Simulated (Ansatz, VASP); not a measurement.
**CsPbBr3 in VASP and in Ansatz**

File INCAR:

```
SYSTEM = CsPbBr3
PREC     = Accurate       ! precision mode
ENCUT    = 520            ! plane-wave cutoff, eV
EDIFF    = 1E-7           ! SCF threshold, eV
ISMEAR   = 0              ! smearing method
SIGMA    = 0.01           ! smearing width, eV
LREAL    = .False.        ! projectors in reciprocal space
LASPH    = .True.         ! aspherical terms in the spheres
NELM     = 100            ! most SCF steps
ALGO     = Normal         ! electronic algorithm
ISIF     = 2              ! what is computed and relaxed
LWAVE    = .False.        ! write WAVECAR
LCHARG   = .True.         ! write CHGCAR
GGA      = CA             ! functional
LELF     = .True.         ! ELF
LVHAR    = .True.       
NBANDS   = 30             ! bands
```

KPOINTS

```
Automatic mesh
0
Gamma
  4 4 4
  0 0 0
```

POSCAR

```
CsPbBr3
1.0
    5.8700000000      0.0000000000      0.0000000000
    0.0000000000      5.8700000000      0.0000000000
    0.0000000000      0.0000000000      5.8700000000
Pb Cs Br
1 1 3
Direct
    0.5000000000      0.5000000000      0.5000000000
    0.0000000000      0.0000000000      0.0000000000
    0.5000000000      0.5000000000      0.0000000000
    0.5000000000      0.0000000000      0.5000000000
    0.0000000000      0.5000000000      0.5000000000
```

File input.yaml:

```yaml
crystal:
  lattice:
    - [5.87, 0.0, 0.0]
    - [0.0, 5.87, 0.0]
    - [0.0, 0.0, 5.87]
  atoms:
    - { symbol: Pb, position: [0.5, 0.5, 0.5] }
    - { symbol: Cs, position: [0.0, 0.0, 0.0] }
    - { symbol: Br, position: [0.5, 0.5, 0.0] }
    - { symbol: Br, position: [0.5, 0.0, 0.5] }
    - { symbol: Br, position: [0.0, 0.5, 0.5] }
kpoints:
  mp_grid: { grid: [4, 4, 4] }
  band_path:
    path: [[0.0, 0.0, 0.0], [0.0, 0.5, 0.0], [0.5, 0.5, 0.0], [0.5, 0.5, 0.5]]
    npoints: 1
hamiltonian:
  xc: lda
scf:
  occupations: { method: fixed }
  n_extra_bands: 5
output:
  forces: true
  stress: true
  eigenvalues: true
```

Alike in both runs: functional LDA; k mesh 4 × 4 × 4; no spin polarisation.

|  | VASP | Ansatz |
| --- | --- | --- |
| version | VASP 6.6.1 | Ansatz 0.2.0 |
| potentials or method | VASP PAW LDA potentials, release 64 (Pb_d, Cs_sv, Br) | Ansatz PAW |
| plane-wave cutoff (eV) | 520 | 420 |
| occupations | gaussian, width 0.01 eV | fixed |
| valence electrons in the cell | 44 | 44 |
| task | single point | band structure |

```tsv
	VASP	Ansatz	Ansatz less VASP
gap on the k mesh at the Fermi level (eV)	1.35	1.38	+0.028
least direct gap on the mesh (eV)	1.35	1.38	+0.028
pressure (GPa)	-1.0	-1.0	-0.04
```

LDA's correlation is that of Perdew and Zunger in VASP and of Perdew and Wang (1992) in Ansatz.

Spin-orbit coupling is off throughout.
